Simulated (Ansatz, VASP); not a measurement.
**HfTl2PbS4 in VASP and in Ansatz**

File INCAR:

```
SYSTEM = HfTl2PbS4
ALGO = Normal ; EDIFF = 1E-6
ENCUT = 520 ; GGA = PE
ISIF = 2 ; ISMEAR = -1
LASPH = .TRUE. ; LCHARG = .FALSE.
LREAL = Auto ; LWAVE = .FALSE.
NBANDS = 88 ; NELM = 100
PREC = Accurate ; SIGMA = 0.1
```

The input KPOINTS:

```
k-points
0
G
  4 4 4
  0 0 0
```

File POSCAR:

```
HfTl2PbS4
1.0
    0.0000000000      8.3306510000      0.0000000000
    7.8336280000     -4.1653260000      0.0000000000
    2.2422830000      0.0000000000     -6.4155180000
Tl Pb Hf S
4 2 2 8
Direct
    0.6237100000      0.4984600000      0.7694700000
    0.1252500000      0.5015400000      0.7305300000
    0.3762900000      0.5015400000      0.2305300000
    0.8747500000      0.4984600000      0.2694700000
    0.6232100000      1.0000000000      0.7500000000
    0.3767900000      1.0000000000      0.2500000000
    0.1208900000      1.0000000000      0.7500000000
    0.8791100000      1.0000000000      0.2500000000
    0.1977000000      0.1916000000      0.9972000000
    0.0061000000      0.8084000000      0.5028000000
    0.8023000000      0.8084000000      0.0028000000
    0.9939000000      0.1916000000      0.4972000000
    0.4434000000      0.2138000000      0.5362000000
    0.2296000000      0.7862000000      0.9638000000
    0.5566000000      0.7862000000      0.4638000000
    0.7704000000      0.2138000000      0.0362000000
```

Input for Ansatz:

```yaml
crystal:
  lattice:
    - [0.0, 8.330651, 0.0]
    - [7.833628, -4.165326, 0.0]
    - [2.242283, 0.0, -6.415518]
  atoms:
    - { symbol: Tl, position: [0.62371, 0.49846, 0.76947] }
    - { symbol: Tl, position: [0.12525, 0.50154, 0.73053] }
    - { symbol: Tl, position: [0.37629, 0.50154, 0.23053] }
    - { symbol: Tl, position: [0.87475, 0.49846, 0.26947] }
    - { symbol: Pb, position: [0.62321, 1.0, 0.75] }
    - { symbol: Pb, position: [0.37679, 1.0, 0.25] }
    - { symbol: Hf, position: [0.12089, 1.0, 0.75] }
    - { symbol: Hf, position: [0.87911, 1.0, 0.25] }
    - { symbol: S, position: [0.1977, 0.1916, 0.9972] }
    - { symbol: S, position: [0.0061, 0.8084, 0.5028] }
    - { symbol: S, position: [0.8023, 0.8084, 0.0028] }
    - { symbol: S, position: [0.9939, 0.1916, 0.4972] }
    - { symbol: S, position: [0.4434, 0.2138, 0.5362] }
    - { symbol: S, position: [0.2296, 0.7862, 0.9638] }
    - { symbol: S, position: [0.5566, 0.7862, 0.4638] }
    - { symbol: S, position: [0.7704, 0.2138, 0.0362] }
  symmetry: { tolerance: 0.0003 }
kpoints:
  mp_grid: { grid: [4, 4, 4], shift: [0, 0, 0] }
magnetization:
  spin_polarized: false
scf:
  occupations: { method: fermi_dirac }
  lower_state_search: "off"
  max_iter: 200
hamiltonian:
  pseudopotentials: { kind: paw }
  xc: pbe
basis:
  ecutwfc: 420
  fft_grid_basis: typed
output:
  forces: true
  stress: true
  eigenvalues: true
  bader: true
  populations: true
  elf: true
  write_potential: true
  volumetric_format: npy
  dos:
    e_range: [-12, 8]
    de: 0.05
    projected: { site_lists: { Hf: [Hf], Pb: [Pb], S: [S], Tl: [Tl] } }
checkpoint:
  read: saved_state
```

Alike in both runs: task single point; functional PBE; k mesh 4 × 4 × 4; no spin polarisation.

|  | VASP | Ansatz |
| --- | --- | --- |
| version | VASP 6.6.1 | Ansatz 0.2.0 |
| potentials or method | VASP PAW PBE potentials, release 64 (Tl_d, Pb_d, Hf_pv, S), cutoff 520 eV | PAW plane waves |
| occupations | fermi-dirac, width 0.1 eV | fermi-dirac |
| valence electrons in the cell | 148 | 180 |

Ansatz gave:

| Property | Result |
| --- | --- |
| pressure (GPa) | -0.2 |
| traceless stress, the component that is largest in VASP (GPa) | 0.22 |
| rms of the force components (eV/Å) | 0.085 |

Task: What did VASP give for the same quantities?

Result: Pressure (GPa): -0.4; traceless stress, the component that is largest in VASP (GPa): 0.21; rms of the force components (eV/Å): 0.103.

Atom by atom the forces differ by 0.019 eV/Å (rms over components). VASP's potentials hold 148 valence electrons a cell and Ansatz's 180, so a difference there can come from the potentials and not from the codes.

Spin-orbit coupling is off throughout.
